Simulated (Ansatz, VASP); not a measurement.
## Cu in VASP and in Ansatz

```
CELL_PARAMETERS angstrom
-1.67077 1.37583 1.22527
1.37583 -1.67077 1.22527
3.12652 3.12652 -1.76545
ATOMIC_POSITIONS crystal
Cu 0.95860 0.04140 0.00000
Cu 0.79140 0.20860 0.50000
```

Alike in both runs: task single point; functional PBEsol; k mesh 18 × 18 × 9; occupations fermi-dirac, width 0.1 eV; no spin polarisation.

|  | VASP | Ansatz |
| --- | --- | --- |
| version | VASP 6.6.1 | Ansatz 0.2.0 |
| potentials or method | VASP PAW PBE potentials, release 64 (Cu), cutoff 520 eV | plane waves (420 eV) with PAW, scalar-relativistic |
| valence electrons in the cell | 22 | 38 |

```csv
,VASP,Ansatz,Ansatz less VASP
pressure (GPa),8.2,7.5,-0.74
"traceless stress, the component that is largest in VASP (GPa)",0.25,0.26,+0.012
```

VASP's potentials were made for PBE, not for PBEsol, and Ansatz warns of the same on its side. With one functional, cell and mesh, what is left measures potentials, basis and numerics. VASP's potentials hold 22 valence electrons a cell and Ansatz's 38, so a difference there can come from the potentials and not from the codes.
